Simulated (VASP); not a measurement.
Wanted: the native input for a VASP 6.6.1 run.

| Property | Result |
| --- | --- |
| Task | single point |
| Functional | r2SCAN |
| Potentials or basis | VASP PAW PBE potentials, release 64 (Cr_pv) |
| Cutoff | 520 eV |
| k mesh | 15 × 15 × 15 |
| Occupations | fermi-dirac, width 0.1 eV |
| Spin | non-collinear spin, zero start, spin-orbit coupling |
| Starting moments | [[0.0, 0.0, 0.0]] μB |
| Dipole correction | no |
| Further INCAR settings | ALGO = Normal; EDIFF = 1e-06; NBANDS = 23 |

Crystal: Cr.

```
Cr
1.0
     0.00000    1.79919    1.79919
     1.79919    0.00000    1.79919
     1.79919    1.79919    0.00000
Cr
1
Direct
  0.00000 0.00000 0.00000
```

These files were run (other wordings do the same):

POSCAR

```
Cr
1.0
    0.0000000000      1.7991902402      1.7991902402
    1.7991902402      0.0000000000      1.7991902402
    1.7991902402      1.7991902402      0.0000000000
Cr
1
Direct
    0.0000000000      0.0000000000      0.0000000000
```

INCAR.step1

```
ALGO = Normal ; EDIFF = 1E-4
ENCUT = 520 ; GGA = PE
GGA_COMPAT = False ; ISMEAR = -1
LASPH = True ; LCHARG = False
LMAXMIX = 4 ; LREAL = False
LSORBIT = True ; LWAVE = True
MAGMOM = 0 0 0 ; NBANDS = 23
NELM = 150 ; PREC = Accurate
SIGMA = 0.1
```

INCAR.step2

```
ALGO = Normal ; EDIFF = 1E-6
ENCUT = 520 ; GGA_COMPAT = False
ISIF = 2 ; ISMEAR = -1
ISTART = 1 ; LASPH = True
LCHARG = False ; LMAXMIX = 4
LMIXTAU = True ; LORBIT = 11
LORBMOM = True ; LREAL = False
LSORBIT = True ; LWAVE = False
MAGMOM = 0 0 0 ; METAGGA = R2SCAN
NBANDS = 23 ; NELM = 150
PREC = Accurate ; SIGMA = 0.1
```

KPOINTS

```
k-points
0
Gamma
  15 15 15
```

Potentials or basis: VASP PAW PBE potentials, release 64 (Cr_pv).

Launch:

```bash
$ cat potpaw_PBE.64/Cr_pv/POTCAR > POTCAR
$ cp INCAR.step1 INCAR
$ mpirun -np 1 vasp_ncl > vasp.out
$ cp INCAR.step2 INCAR
$ mpirun -np 1 vasp_ncl > vasp.out
```

It gave:

```
Pressure                                              : 0.8 GPa
Net moment                                            : 0.00 μB per cell
Valence electrons inside the program's atomic spheres : Cr 11.29
```

Caveat: the PAW data sets were made with another functional, which shifts forces and pressure a little.

Wall time 10 min on 1 thread of Intel Xeon 8259CL, on a shared host, peak memory 0.21 GiB.
